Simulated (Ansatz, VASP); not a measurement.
## One calculation of As, two programs

Contents of INCAR:

```
SYSTEM = As
  PREC = Accurate
  ENCUT = 520
  EDIFF = 1E-6
  ISMEAR = -1
  SIGMA = 0.1
  LREAL = .False.
  LASPH = .True.
  NELM = 100
  ALGO = Normal
  ISIF = 2
  LWAVE = .False.
  LCHARG = .True.
  GGA = PE
  LELF = .True.
  LVHAR = .True.
  NBANDS = 12
```

Contents of KPOINTS:

```
Automatic mesh
0
Gamma
  16 16 16
  0 0 0
```

File POSCAR:

```
As
1.0
    1.9530773642      1.1276097420      3.7019214164
   -1.9530773642      1.1276097420      3.7019214164
    0.0000000000     -2.2552194839      3.7019214164
As
2
Direct
    0.7737100447      0.7737100447      0.7737100447
    0.2262899553      0.2262899553      0.2262899553
```

Input for Ansatz:

```yaml
crystal:
  lattice:
    - [1.9530773642, 1.127609742, 3.7019214164]
    - [-1.9530773642, 1.127609742, 3.7019214164]
    - [0.0, -2.2552194839, 3.7019214164]
  atoms:
    - { symbol: As, position: [0.7737100447, 0.7737100447, 0.7737100447] }
    - { symbol: As, position: [0.2262899553, 0.2262899553, 0.2262899553] }
hamiltonian:
  xc: pbe
  pseudopotentials:
    kind: paw
    azcp:
      As: "pseudopotentials/As.paw.azcp"
basis:
  ecutwfc: 420
  fft_grid_basis: typed
kpoints:
  mp_grid: { grid: [16, 16, 16], shift: [0, 0, 0] }
magnetization:
  spin_polarized: false
scf:
  occupations: { method: fermi_dirac, width: 0.1 }
output:
  stress: true
```

Alike in both runs: task single point; functional PBE; k mesh 16 × 16 × 16; occupations fermi-dirac, width 0.1 eV; no spin polarisation.

```csv
,VASP,Ansatz
version,VASP 6.6.1,Ansatz 0.2.0
potentials or method,"VASP PAW PBE potentials, release 64 (As), cutoff 520 eV","plane waves (420 eV) with PAW, scalar-relativistic"
valence electrons in the cell,10,30
```

Ansatz gave:

| Property | Result |
| --- | --- |
| pressure (GPa) | -4.4 |
| traceless stress, the component that is largest in VASP (GPa) | 1.07 |

Task: Estimate VASP's values.

Result: Pressure (GPa): -4.2; traceless stress, the component that is largest in VASP (GPa): 1.02.

VASP's potentials hold 10 valence electrons a cell and Ansatz's 30, so a difference there can come from the potentials and not from the codes.
